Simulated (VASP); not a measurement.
# W (Im-3m) in VASP: further runs, part 2 of 2

VASP 6.6.1.

### Step 3. Single point, PBE+D3(BJ)

This run uses another cell than the first one, of 15.21 Å³/atom, 1.021 times its volume.

File INCAR:

```
SYSTEM = W
ALGO     = Normal         ! electronic algorithm
EDIFF    = 1E-6           ! SCF threshold, eV
ENCUT    = 520            ! plane-wave cutoff, eV
GGA      = PE             ! functional
ISIF     = 2              ! what is computed and relaxed
ISMEAR   = 1              ! smearing method
IVDW     = 12             ! dispersion correction
LASPH    = .TRUE.         ! aspherical terms in the spheres
LCHARG   = .FALSE.        ! write CHGCAR
LREAL    = .FALSE.        ! projectors in reciprocal space
LWAVE    = .FALSE.        ! write WAVECAR
NBANDS   = 13             ! bands
NELM     = 100            ! most SCF steps
PREC     = Accurate       ! precision mode
SIGMA    = 0.1            ! smearing width, eV
```

File KPOINTS:

```
k-points
0
G
  13 13 13
  0 0 0
```

File POSCAR:

```
W
1.0
   -1.5609593379      1.5609593379      1.5609593379
    1.5609593379     -1.5609593379      1.5609593379
    1.5609593379      1.5609593379     -1.5609593379
W
1
Direct
    0.0000000000      0.0000000000      0.0000000000
```

Potentials or basis: VASP PAW PBE potentials, release 64 (W_sv).

Command:

```sh
$ cat potpaw_PBE.64/W_sv/POTCAR > POTCAR
$ mpirun -np 1 vasp_std > vasp.out
```

OUTCAR:

```text
SYSTEM = W
   EDIFF = 1E-6
   ENCUT = 520
   GGA = PE
   ISIF = 2
   ISMEAR = 1
   IVDW = 12
   LASPH = .TRUE.
   LREAL = .FALSE.
   NELM = 100
   PREC = Accurate
 IVDW          = 12

 ion  position               nearest neighbor table
   1  0.000  0.000  0.000-

  LATTYP: Found a body centered cubic cell.
 ALAT       =     3.1219186758

  Lattice vectors:

 A1 = (  -1.5609593379,   1.5609593379,   1.5609593379)
 A2 = (   1.5609593379,  -1.5609593379,   1.5609593379)
 A3 = (   1.5609593379,   1.5609593379,  -1.5609593379)

Analysis of symmetry for initial positions (statically):
=====================================================================
 Subroutine PRICEL returns:
 Original cell was already a primitive cell.

 Routine SETGRP: Setting up the symmetry group for a
 body centered cubic supercell.

 Subroutine GETGRP returns: Found 48 space group operations
 (whereof 48 operations were pure point group operations)
 out of a pool of 48 trial point group operations.

The static configuration has the point symmetry O_h .

Analysis of symmetry for dynamics (positions and initial velocities):
=====================================================================
 Subroutine PRICEL returns:
 Original cell was already a primitive cell.

 Routine SETGRP: Setting up the symmetry group for a
 body centered cubic supercell.

 Subroutine GETGRP returns: Found 48 space group operations
 (whereof 48 operations were pure point group operations)
 out of a pool of 48 trial point group operations.

The dynamic configuration has the point symmetry O_h .

 Subroutine INISYM returns: Found 48 space group operations
 (whereof 48 operations are pure point group operations),
 and found     1 'primitive' translations

----------------------------------------------------------------------------------------

                                     Primitive cell

  volume of cell :      15.2137

  direct lattice vectors                    reciprocal lattice vectors
    -1.560959338  1.560959338  1.560959338     0.000000000  0.320315839  0.320315839
     1.560959338 -1.560959338  1.560959338     0.320315839  0.000000000  0.320315839
     1.560959338  1.560959338 -1.560959338     0.320315839  0.320315839  0.000000000

  length of vectors
     2.703660882  2.703660882  2.703660882     0.452995004  0.452995004  0.452995004

  position of ions in fractional coordinates (direct lattice)
     0.000000000  0.000000000  0.000000000

  ion indices of the primitive-cell ions
   primitive index   ion index
                 1           1

----------------------------------------------------------------------------------------

 KPOINTS: k-points

Automatic generation of k-mesh.
 Grid dimensions read from file:
 generate k-points for:   13   13   13

 Generating k-lattice:

  Cartesian coordinates                     Fractional coordinates (reciprocal lattice)
     0.000000000  0.024639680  0.024639680     0.076923077  0.000000000  0.000000000
     0.024639680  0.000000000  0.024639680     0.000000000  0.076923077  0.000000000
     0.024639680  0.024639680  0.000000000     0.000000000  0.000000000  0.076923077

  Length of vectors
     0.034845770  0.034845770  0.034845770

  Shift w.r.t. Gamma in fractional coordinates (k-lattice)
     0.000000000  0.000000000  0.000000000

 Subroutine IBZKPT returns following result:
 ===========================================

 Found     84 irreducible k-points:

 Following reciprocal coordinates:
            Coordinates               Weight
  0.000000  0.000000  0.000000      1.000000
  0.076923  0.000000  0.000000     12.000000
  0.153846  0.000000  0.000000     12.000000
  0.230769  0.000000  0.000000     12.000000
  0.307692  0.000000  0.000000     12.000000
  0.384615  0.000000  0.000000     12.000000
[... 16 lines left out ...]
  0.153846  0.076923  0.076923     24.000000
  0.230769  0.076923  0.076923     24.000000
 [... further k-points ...]
   k-points           NKPTS =     84   k-points in BZ     NKDIM =     84   number of bands    NBANDS=     13
   number of dos      NEDOS =    301   number of ions     NIONS =      1
   total plane-waves  NPLWV =   8000
   dimension x,y,z NGX =    20 NGY =   20 NGZ =   20
   dimension x,y,z NGXF=    40 NGYF=   40 NGZF=   40
   ions per type =               1
   NGX,Y,Z   is equivalent  to a cutoff of  12.30, 12.30, 12.30 a.u.
   NGXF,Y,Z  is equivalent  to a cutoff of  24.60, 24.60, 24.60 a.u.
 SYSTEM =  W
   PREC   = accura    normal or accurate (medium, high low for compatibility)
   ISTART =      0    job   : 0-new  1-cont  2-samecut
   ICHARG =      2    charge: 1-file 2-atom 10-const
   ISPIN  =      1    spin polarized calculation?
   LNONCOLLINEAR =      F non collinear calculations
   LSORBIT =      F    spin-orbit coupling
   LASPH  =      T    aspherical Exc in radial PAW
   ENCUT  =  520.0 eV  38.22 Ry    6.18 a.u.   5.03  5.03  5.03*2*pi/ulx,y,z
   NELM   =    100;   NELMIN=  2; NELMDL= -5     # of ELM steps
   EDIFF  = 0.1E-05   stopping-criterion for ELM
   LREAL  =      F    real-space projection
   EDIFFG = 0.1E-04   stopping-criterion for IOM
   NSW    =      0    number of steps for IOM
   IBRION =     -1    ionic relax: 0-MD 1-quasi-New 2-CG
   NFREE  =      0    steps in history (QN), initial steepest desc. (CG)
   ISIF   =      2    stress and relaxation
   ISYM   =      2    0-nonsym 1-usesym 2-fastsym
   POTIM  = 0.5000    time-step for ionic-motion
   TEBEG  =    0.0;   TEEND  =   0.0 temperature during run
   PSTRESS=    0.0 pullay stress
   NELECT =      14.0000    total number of electrons
   NUPDOWN=      -1.0000    fix difference up-down
   EMIN   =  10.00;   EMAX   =-10.00  energy-range for DOS
   EFERMI =   0.00;   METHOD = LEGACY
   ISMEAR =     1;   SIGMA  =   0.10  broadening in eV -4-tet -1-fermi 0-gaus
   EFERMI_NEDOS =   21; number of points for ismear=-14 and -15
   IALGO  =     38    algorithm
   IMIX   =      4    mixing-type and parameters
     AMIX     =   0.40;   BMIX     =  1.00
     AMIX_MAG =   1.60;   BMIX_MAG =  1.00
  volume/ion in A,a.u.               =      15.21       102.67
  Fermi-wavevector in a.u.,A,eV,Ry     =   1.592353  3.009110 34.498755  2.535587
  Thomas-Fermi vector in A             =   2.690751
   LORBIT       =      0    0 simple, 1 ext, 2 COOP (PROOUT), +10 PAW based schemes
   GGA     = PE    functional components
   LHFCALC =     F    Hartree Fock is set to
   AEXX    =    0.0000 exact exchange contribution
   IVDW    =    12    specifies the selected vdW correction
   LEPSILON=     F    determine dielectric tensor
   LRPA    =     F    only Hartree local field effects (RPA)
 non-spin polarized calculation
 Methfessel and Paxton  Order N= 1 SIGMA  =   0.10
  energy-cutoff  :      520.00
  volume of cell :       15.21
 maximum number of plane-waves:       420
   NGX =  9   NGY =  9   NGZ =  9

 number of electron      14.0000003 magnetization

 Free energy of the ion-electron system (eV)
  ---------------------------------------------------
  ext. energy  EPLUGINS =         0.00000000
  ---------------------------------------------------
  free energy    TOTEN  =       -12.91051567 eV

  energy without entropy =      -12.91059945  energy(sigma->0) =      -12.91054360

 E-fermi :  12.1224     XC(G=0): -13.8750

 val. band max:       12.1096790676   @ k =  -0.4615   0.4615   0.2308
 cond. band min:      12.2631084261   @ k =  -0.1538   0.2308   0.0769
 fundamental gap:      0.1534293586
 Fermi energy:        12.1224438134

 k-point     1 :       0.0000    0.0000    0.0000
  band No.  band energies     occupation
      1     -62.0828      2.00000
      2     -25.5787      2.00000
      3     -25.5787      2.00000
      4     -25.5787      2.00000
      5       2.1855      2.00000
      6      10.7488      2.00000
      7      10.7488      2.00000
      8      10.7488      2.00000
      9      14.4083      0.00000
     10      14.4083      0.00000
     11      26.6564      0.00000
     12      26.6564      0.00000
     13      26.6564      0.00000
[... 353 lines left out ...]
 k-point    24 :       0.2308    0.0769    0.0769
  band No.  band energies     occupation
      1     -61.9665      2.00000
      2     -26.6367      2.00000
      3     -25.9038      2.00000
      4     -25.6615      2.00000
      5       5.8769      2.00000
      6       8.8005      2.00000
      7       9.5576      2.00000
      8      14.1757      0.00000
      9      14.8518      0.00000
     10      16.2831      0.00000
     11      26.6679      0.00000
     12      27.3674      0.00000
     13      31.2857      0.00000

 [... further k-points ...]

------------------------ aborting loop because EDIFF is reached ----------------------------------------

 Edisp (eV)   -0.72540

 E8    (eV) :    -0.3721

  FORCE on cell =-STRESS in cart. coord.  units (eV):
  Direction    XX          YY          ZZ          XY          YZ          ZX
  --------------------------------------------------------------------------------------
  -------------------------------------------------------------------------------------
  Total       1.22306     1.22306     1.22306    -0.00000    -0.00000     0.00000
  in kB     128.80229   128.80229   128.80229    -0.00000    -0.00000     0.00000
  external pressure =      128.80 kB  Pullay stress =        0.00 kB

 VOLUME and BASIS-vectors are now :
 -----------------------------------------------------------------------------
  energy-cutoff  :      520.00
  volume of cell :       15.21
      direct lattice vectors                 reciprocal lattice vectors
    -1.560959338  1.560959338  1.560959338     0.000000000  0.320315839  0.320315839
     1.560959338 -1.560959338  1.560959338     0.320315839  0.000000000  0.320315839
     1.560959338  1.560959338 -1.560959338     0.320315839  0.320315839  0.000000000

 POSITION                                       TOTAL-FORCE (eV/Angst)
 -----------------------------------------------------------------------------------
      0.00000      0.00000      0.00000        -0.000000     -0.000000     -0.000000
 -----------------------------------------------------------------------------------
    total drift:                                0.000000     -0.000000      0.000000

  FREE ENERGIE OF THE ION-ELECTRON SYSTEM (eV)
  ---------------------------------------------------
  free  energy   TOTEN  =       -13.6359123833 eV

  energy  without entropy=      -13.6359961644  energy(sigma->0) =      -13.63594031
```

Wall time 10 s (1 thread of Intel Xeon 6975P-C, shared host); peak memory 0.15 GiB.

What came out:

| Item | Value |
| --- | --- |
| Free energy | -13.6359 eV |
| Pressure | 12.9 GPa |
| Band gap on the k mesh | zero (band 7 reaches 16.82 eV, above the bottom of band 8 at 10.75 eV) |
| Dispersion energy per atom | -0.725 eV |

Levels at points of the mesh, in eV from the Fermi level:
| k point | band 3 | band 4 | band 5 | band 6 | band 7 | band 8 | band 9 | band 10 | band 11 | band 12 |
| --- | --- | --- | --- | --- | --- | --- | --- | --- | --- | --- |
| (0.00, 0.00, 0.00) | -37.70 | -37.70 | -9.94 | -1.37 | -1.37 | -1.37 | 2.29 | 2.29 | 14.53 | 14.53 |

Caveat: spin-orbit coupling is left out, which moves the levels of the heavy elements; pairwise dispersion overbinds metals, which lowers pressure and volume.

### Step 4. Single point, PBE+D3(BJ)

This run uses another cell than the first one, of 15.53 Å³/atom, 1.043 times its volume.

File INCAR:

```
PREC = Accurate
ENCUT = 520
EDIFF = 1E-7
ISMEAR = 1
SIGMA = 0.1
LREAL = F
LASPH = T
NELM = 80
ALGO = Normal
ISIF = 2
LWAVE = F
LCHARG = T
GGA = PE
IVDW = 12
LELF = T
LVHAR = T
NBANDS = 13
```

File KPOINTS:

```
Automatic mesh
0
Gamma
  13 13 13
```

File POSCAR:

```
W
1.0
   -1.5717249149      1.5717249149      1.5717249149
    1.5717249149     -1.5717249149      1.5717249149
    1.5717249149      1.5717249149     -1.5717249149
W
1
Direct
    0.0000000000      0.0000000000      0.0000000000
```

Potentials or basis: VASP PAW PBE potentials, release 64 (W_sv).

Command:

```sh
$ cat potpaw_PBE.64/W_sv/POTCAR > POTCAR
$ mpirun -np 1 vasp_std > vasp.out
```

OUTCAR:

```text
PREC = Accurate
   ENCUT = 520
   EDIFF = 1E-7
   ISMEAR = 1
   LREAL = F
   LASPH = T
   NELM = 80
   ISIF = 2
   GGA = PE
   IVDW = 12
 IVDW          = 12

 ion  position               nearest neighbor table
   1  0.000  0.000  0.000-

  LATTYP: Found a body centered cubic cell.
 ALAT       =     3.1434498298

  Lattice vectors:

 A1 = (  -1.5717249149,   1.5717249149,   1.5717249149)
 A2 = (   1.5717249149,  -1.5717249149,   1.5717249149)
 A3 = (   1.5717249149,   1.5717249149,  -1.5717249149)

Analysis of symmetry for initial positions (statically):
=====================================================================
 Subroutine PRICEL returns:
 Original cell was already a primitive cell.

 Routine SETGRP: Setting up the symmetry group for a
 body centered cubic supercell.

 Subroutine GETGRP returns: Found 48 space group operations
 (whereof 48 operations were pure point group operations)
 out of a pool of 48 trial point group operations.

The static configuration has the point symmetry O_h .

Analysis of symmetry for dynamics (positions and initial velocities):
=====================================================================
[... 170 lines left out ...]
      6      10.4807      2.00000
      7      10.4807      2.00000
      8      10.4807      2.00000
      9      14.0545      0.00000
     10      14.0545      0.00000
     11      26.3050      0.00000
     12      26.3050      0.00000
     13      26.3050      0.00000
[... 354 lines left out ...]
  band No.  band energies     occupation
      1     -62.3046      2.00000
      2     -26.9299      2.00000
      3     -26.2454      2.00000
      4     -26.0180      2.00000
      5       5.6395      2.00000
      6       8.5841      2.00000
      7       9.2961      2.00000
      8      13.8221      0.00000
      9      14.4811      0.00000
     10      15.8580      0.00000
     11      26.2263      0.00000
     12      26.7501      0.00000
     13      30.6143      0.00000

 [... further k-points ...]

------------------------ aborting loop because EDIFF is reached ----------------------------------------

 Edisp (eV)   -0.71014

 E8    (eV) :    -0.3642

  FORCE on cell =-STRESS in cart. coord.  units (eV):
  Direction    XX          YY          ZZ          XY          YZ          ZX
  --------------------------------------------------------------------------------------
  -------------------------------------------------------------------------------------
  Total       0.51943     0.51943     0.51943     0.00000    -0.00000     0.00000
  in kB      53.58536    53.58536    53.58536     0.00000    -0.00000     0.00000
  external pressure =       53.59 kB  Pullay stress =        0.00 kB

 VOLUME and BASIS-vectors are now :
 -----------------------------------------------------------------------------
  energy-cutoff  :      520.00
  volume of cell :       15.53
      direct lattice vectors                 reciprocal lattice vectors
    -1.571724915  1.571724915  1.571724915     0.000000000  0.318121826  0.318121826
     1.571724915 -1.571724915  1.571724915     0.318121826  0.000000000  0.318121826
     1.571724915  1.571724915 -1.571724915     0.318121826  0.318121826  0.000000000

 POSITION                                       TOTAL-FORCE (eV/Angst)
 -----------------------------------------------------------------------------------
      0.00000      0.00000      0.00000         0.000000     -0.000000      0.000000
 -----------------------------------------------------------------------------------
    total drift:                                0.000000     -0.000000      0.000000

  FREE ENERGIE OF THE ION-ELECTRON SYSTEM (eV)
  ---------------------------------------------------
  free  energy   TOTEN  =       -13.6539983904 eV

  energy  without entropy=      -13.6541790534  energy(sigma->0) =      -13.65405861
```

It took 14 s on 1 thread of Intel Xeon 6975P-C, shared host; peak memory 0.14 GiB.

What came out:

| Property | Result |
| --- | --- |
| Free energy | -13.6540 eV |
| Pressure | 5.4 GPa |
| Band gap on the k mesh | zero (band 7 reaches 16.38 eV, above the bottom of band 8 at 10.48 eV) |
| Dispersion energy per atom | -0.710 eV |

Levels at points of the mesh, in eV from the Fermi level:
| k point | band 4 | band 5 | band 6 | band 7 | band 8 | band 9 | band 10 | band 11 |
| --- | --- | --- | --- | --- | --- | --- | --- | --- |
| (0.00, 0.00, 0.00) | -37.76 | -9.83 | -1.34 | -1.34 | -1.34 | 2.23 | 2.23 | 14.48 |

Caveat: spin-orbit coupling is left out, which moves the levels of the heavy elements; pairwise dispersion overbinds metals, which lowers pressure and volume.

### Step 5. Summary

```csv
cell,gap on the mesh (eV),pressure (GPa)
"a = 2.685 Å, angles 109.5°, 1 atom",none,21.2
"a = 2.704 Å, angles 109.5°, 1 atom",none,12.9
"a = 2.722 Å, angles 109.5°, 1 atom",none,5.4
```

Alike in all rows: task single point; level PBE+D3(BJ); potentials or basis VASP PAW PBE potentials, release 64 (W_sv); no spin polarisation; k mesh 13 × 13 × 13; cutoff (eV) 520; smearing methfessel-paxton 0.1 eV.

Caveats: spin-orbit coupling is left out, which moves the levels of the heavy elements; pairwise dispersion overbinds metals, which lowers pressure and volume.

Absolute energies hang on the potentials; compare differences alone.
